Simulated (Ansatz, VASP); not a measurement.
Ti in VASP and in Ansatz

```
Ti
1.0
     2.90095    0.00000    0.00000
    -1.45048    2.51230    0.00000
     0.00000    0.00000    4.59530
Ti
2
Cartesian
  0.0000 1.6749 1.1488
  1.4505 0.8374 3.4465
```

Alike in both runs: functional PBEsol; k mesh 12 × 12 × 7; occupations fermi-dirac, width 0.1 eV; no spin polarisation.

Ansatz relaxed the structure, and its values are those at the end. VASP's run is a single point on that final structure, the one shown.

|  | VASP | Ansatz |
| --- | --- | --- |
| version | VASP 6.6.1 | Ansatz 0.2.0 |
| potentials or method | VASP PAW PBE potentials, release 64 (Ti_sv), cutoff 520 eV | plane waves (420 eV) with PAW, scalar-relativistic |
| valence electrons in the cell | 24 | 24 |

|  | VASP | Ansatz | Ansatz less VASP |
| --- | --- | --- | --- |
| pressure (GPa) | -0.2 | 0.0 | +0.24 |

VASP's potentials were made for PBE, not for PBEsol, and Ansatz warns of the same on its side.
